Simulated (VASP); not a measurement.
Wanted: the native input for a VASP 6.6.1 run.

```
Task                   : single point
Functional             : BLYP
Potentials or basis    : VASP PAW PBE potentials, release 64 (Co)
Cutoff                 : 520 eV
k mesh                 : 16 × 16 × 5
Occupations            : fermi-dirac, width 0.05 eV
Spin                   : collinear spin, ferromagnetic start
Starting moments       : [1.703, 1.703, 1.72, 1.72] μB
Dipole correction      : no
Further INCAR settings : ALGO = Normal; EDIFF = 1e-06; NBANDS = 30
```

The structure of Co lies in POSCAR:

```
Co
1.0
    2.4993629816      0.0000000000      0.0000000000
   -1.2496814908      2.1645118353      0.0000000000
    0.0000000000      0.0000000000      8.0828717081
Co
4
Direct
    0.0000000000      0.0000000000      0.0000000000
    1.0000000000      1.0000000000      0.5000000000
    0.3333333333      0.6666666667      0.2500000000
    0.6666666667      0.3333333333      0.7500000000
```

This cell differs from its parent crystal: volume scaled by 0.96.

One way to write it, as run:

INCAR

```
SYSTEM = Co
PREC     = Accurate       ! precision mode
ENCUT    = 520            ! plane-wave cutoff, eV
EDIFF    = 1E-6           ! SCF threshold, eV
ISMEAR   = -1             ! smearing method
SIGMA    = 0.05           ! smearing width, eV
LREAL    = .FALSE.        ! projectors in reciprocal space
LASPH    = .TRUE.         ! aspherical terms in the spheres
NELM     = 150            ! most SCF steps
ALGO     = Normal         ! electronic algorithm
ISIF     = 2              ! what is computed and relaxed
LWAVE    = .FALSE.        ! write WAVECAR
LCHARG   = .FALSE.        ! write CHGCAR
ISPIN    = 2              ! spin polarisation
MAGMOM   = 1.703 1.703 1.72 1.72 ! initial moments
LORBIT   = 11             ! projections on sites
LMAXMIX  = 4              ! l up to which the mixer works
GGA      = B5             ! functional
ALDAX    = 1.0          
AGGAX    = 1.0          
AGGAC    = 1.0          
ALDAC    = 0.0          
NBANDS   = 30             ! bands
```

KPOINTS

```
regular mesh
0
G
  16 16 5
  0 0 0
```

Potentials or basis: VASP PAW PBE potentials, release 64 (Co).

Launch:

```bash
$ cat potpaw_PBE.64/Co/POTCAR > POTCAR
$ mpirun -np 1 vasp_std > vasp.out
```

Results of the run:

```json
{"Pressure": "7.6 GPa", "Net moment": "6.35 μB per cell", "Site moments": "Co +1.59, +1.61 μB", "Valence electrons inside the program's atomic spheres": "Co 8.29, 8.28"}
```

Caveat: the PAW data sets were made with another functional, which shifts forces and pressure a little.

Run time: 6.4 min on 1 thread of Oxide Virtual Turin-like Processor, with other jobs on the host, peak memory 0.25 GiB.
